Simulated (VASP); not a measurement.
Wanted: the native input for a VASP 6.6.1 run.

* Task: single point
* Functional: PBE
* Potentials or basis: VASP PAW PBE potentials, release 64 (Ga_d, As)
* Cutoff: 520 eV
* k mesh: 3 × 3 × 4
* Occupations: gaussian, width 0.1 eV
* Spin: no spin polarisation
* Dipole correction: no
* Further INCAR settings: ALGO = Normal; EDIFF = 1e-06; NBANDS = 38

The structure of GaAs3 lies in POSCAR:

```
GaAs3
1.0
    5.7784933900      0.0000000000      0.0000000000
   -2.8892467000      5.0043220800      0.0000000000
    0.0000000000      0.0000000000      5.3797156800
Ga As
2 6
Direct
    0.3333333300      0.6666666700      0.5000000000
    0.6666666700      0.3333333300      0.5000000000
    0.3108499900      0.0000000000      0.2228000000
    0.0000000000      0.3108499900      0.2228000000
    0.6891500100      0.6891500100      0.2228000000
    0.0000000000      0.6891500100      0.7772000000
    0.6891500100      0.0000000000      0.7772000000
    0.3108499900      0.3108499900      0.7772000000
```

The cell was built from a structure type or drawn by symmetry, and may not be a known phase.

One way to write it, as run:

INCAR

```
SYSTEM = GaAs3
  PREC = Accurate
  ENCUT = 520
  EDIFF = 1E-6
  ISMEAR = 0
  SIGMA = 0.1
  LREAL = .False.
  LASPH = .True.
  NELM = 80
  ALGO = Normal
  ISIF = 2
  LWAVE = .False.
  LCHARG = .False.
  GGA = PE
  NBANDS = 38
```

KPOINTS

```
Automatic mesh
0
Gamma
  3 3 4
  0 0 0
```

Potentials or basis: VASP PAW PBE potentials, release 64 (Ga_d, As).

The run is started by

```sh
$ cat potpaw_PBE.64/Ga_d/POTCAR potpaw_PBE.64/As/POTCAR > POTCAR
$ mpirun -np 1 vasp_std > vasp.out
```

It gave:

- Pressure: 6.4 GPa
- Largest force: 1.329 eV/Å
- Band gap on the k mesh: zero (bands 28 and 29 overlap by 3.46 eV)

Caveat: the k points lie up to 0.42 Å⁻¹ apart, too coarse for converged energies and pressures of a metal; forces of over 1 eV/Å act on the atoms, so gaps and moduli don't describe the material at rest.

It took 27 s on 1 thread of Intel(R) Xeon(R) 6975P-C (Granite Rapids), on a shared host, peak memory 0.3 GiB.
